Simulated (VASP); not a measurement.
Input of a VASP 6.6.1 run:

Contents of INCAR:

```
PREC = Accurate
ENCUT = 520
EDIFF = 1E-7
ISMEAR = -1
SIGMA = 0.03
LREAL = F
LASPH = T
NELM = 80
ALGO = Normal
ISIF = 2
LWAVE = F
LCHARG = F
GGA = PS
NBANDS = 27
```

The input KPOINTS:

```
Automatic mesh
0
Gamma
  9 9 4
```

The input POSCAR:

```
Be2PbO3
1.0
    2.8819394434     -0.0000000026      0.0000000000
   -1.4409697194      2.4958327714      0.0000000000
    0.0000000000      0.0000000000      7.7264893511
Be Pb O
2 1 3
Direct
    0.3333333333      0.6666666667      0.6362317017
    0.6666666667      0.3333333333      0.3637682983
    0.0000000000      0.0000000000      0.0000000000
    0.3333333333      0.6666666667      0.2485593974
    0.6666666667      0.3333333333      0.7514406026
    0.0000000000      0.0000000000      0.5000000000
```

Potentials or basis: VASP PAW PBE potentials, release 64 (Be, Pb_d, O).

The run is started by

```bash
$ cat potpaw_PBE.64/Be/POTCAR potpaw_PBE.64/Pb_d/POTCAR potpaw_PBE.64/O/POTCAR > POTCAR
$ mpirun -np 1 vasp_std > vasp.out
```

(1) What does it give for the band gap on the k mesh?

(2) What does it give for the pressure?

(3) Predict the largest force.

Results:

(1) zero (band 18 reaches 7.49 eV, above the bottom of band 19 at 6.93 eV).

(2) 0.2 GPa.

(3) 0.003 eV/Å.

Caveat: the PAW data sets were made with another functional, which shifts forces and pressure a little; spin-orbit coupling is left out, which moves the levels of the heavy elements.
